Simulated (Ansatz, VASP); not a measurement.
## In3As in VASP and in Ansatz

File INCAR:

```
SYSTEM = In3As
  PREC = Accurate
  ENCUT = 520
  EDIFF = 1E-6
  ISMEAR = 0
  SIGMA = 0.1
  LREAL = .FALSE.
  LASPH = .TRUE.
  NELM = 100
  ALGO = Fast
  ISIF = 2
  LWAVE = .FALSE.
  LCHARG = .FALSE.
  GGA = PE
  NBANDS = 30
```

File KPOINTS:

```
regular mesh
0
G
  10 10 10
  0 0 0
```

The input POSCAR:

```
In3As
1.0
    4.8275749950      0.0000000000      0.0000000000
    0.0000000000      4.8275749950      0.0000000000
    0.0000000000      0.0000000000      4.8275749950
In As
3 1
Direct
    0.0000000000      0.5000000000      0.5000000000
    0.5000000000      0.0000000000      0.5000000000
    0.5000000000      0.5000000000      0.0000000000
    0.0000000000      0.0000000000      0.0000000000
```

Input for Ansatz:

```yaml
crystal:
  lattice:
    - [4.827574995, 0.0, 0.0]
    - [0.0, 4.827574995, 0.0]
    - [0.0, 0.0, 4.827574995]
  atoms:
    - { symbol: In, position: [0.0, 0.5, 0.5] }
    - { symbol: In, position: [0.5, 0.0, 0.5] }
    - { symbol: In, position: [0.5, 0.5, 0.0] }
    - { symbol: As, position: [0.0, 0.0, 0.0] }
basis:
  ecutwfc: 420
kpoints:
  mp_grid: { grid: [10, 10, 10] }
hamiltonian:
  xc: pbe
scf:
  occupations: { method: gaussian, width: 0.1 }
output:
  forces: true
  stress: true
  eigenvalues: true
  populations: true
```

Alike in both runs: task single point; functional PBE; k mesh 10 × 10 × 10; occupations gaussian, width 0.1 eV; no spin polarisation.

|  | VASP | Ansatz |
| --- | --- | --- |
| version | VASP 6.6.1 | Ansatz 0.2.0 |
| potentials or method | VASP PAW PBE potentials, release 64 (In_d, As), cutoff 520 eV | scalar-relativistic, plane waves, PAW |
| valence electrons in the cell | 44 | 54 |

```tsv
	VASP	Ansatz	Ansatz less VASP
gap on the k mesh at the Fermi level (eV)	none	none	-
pressure (GPa)	-2.9	-2.9	-0.01
```

A gap of «none» marks a metal or a gap that the smearing closes. The functional is the same, so the differences come from potentials, cutoffs and numerics. VASP's potentials hold 44 valence electrons a cell and Ansatz's 54, so a difference there can come from the potentials and not from the codes.
